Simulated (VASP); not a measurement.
Be3Se2O, 12 atoms in the cell. The typed cell holds 12 atoms: a = 4.037 Å, b = 4.064 Å, c = 13.705 Å, α = 82.21°, β = 86.50°, γ = 60.83°. 

```yaml
Program: VASP 6.6.1
Task: relaxation of cell and atoms
Functional: PBE
Potentials_or_basis: VASP PAW PBE potentials, release 64 (Be, Se, O)
Cutoff: 600 eV
k_mesh: 6 × 6 × 2
Occupations: gaussian, width 0.1 eV
Spin: no spin polarisation
Dipole_correction: no
Further_INCAR_settings: ALGO = Fast; EDIFF = 1e-06; IBRION = 2; EDIFFG = -0.04; NSW = 90; ISIF = 3
```

Potentials or basis: VASP PAW PBE potentials, release 64 (Be, Se, O).

Launch:

```sh
$ cat potpaw_PBE.64/Be/POTCAR potpaw_PBE.64/Se/POTCAR potpaw_PBE.64/O/POTCAR > POTCAR
$ mpirun -np 1 vasp_std > vasp.out
```

Hardware: 1 thread of Oxide Virtual Turin-like Processor, on a shared host.

**Question.** How long does it take, and how much memory?

**Answer.** Wall time 23 min on 1 thread of Oxide Virtual Turin-like Processor (shared host), peak memory 0.49 GiB. Counts: scf iterations 48, k points 40, ion steps 6.
